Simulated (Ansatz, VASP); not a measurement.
## Au in VASP and in Ansatz

```
Au
1.0
     2.82328    0.00000    0.00000
    -1.41164    2.44503    0.00000
     0.00000    0.00000    2.80245
Au
1
Direct
  0.00000 0.00000 0.00000
```

Alike in both runs: functional PBE; k mesh 15 × 15 × 14; occupations fermi-dirac, width 0.08 eV; no spin polarisation.

Ansatz relaxed the structure, and its values are those at the end. VASP's run is a single point on that final structure, the one shown.

|  | VASP | Ansatz |
| --- | --- | --- |
| version | VASP 6.6.1 | Ansatz 0.2.0 |
| potentials or method | VASP PAW PBE potentials, release 64 (Au) | PAW with Ansatz's default frozen-core files, scalar-relativistic |
| plane-wave cutoff (eV) | 520 | 420 |
| valence electrons in the cell | 11 | 19 |

|  | VASP | Ansatz | Ansatz less VASP |
| --- | --- | --- | --- |
| pressure (GPa) | -0.2 | 0.0 | +0.20 |

VASP's potentials hold 11 valence electrons a cell and Ansatz's 19, so a difference there can come from the potentials and not from the codes.

Neither program's run includes spin-orbit coupling.
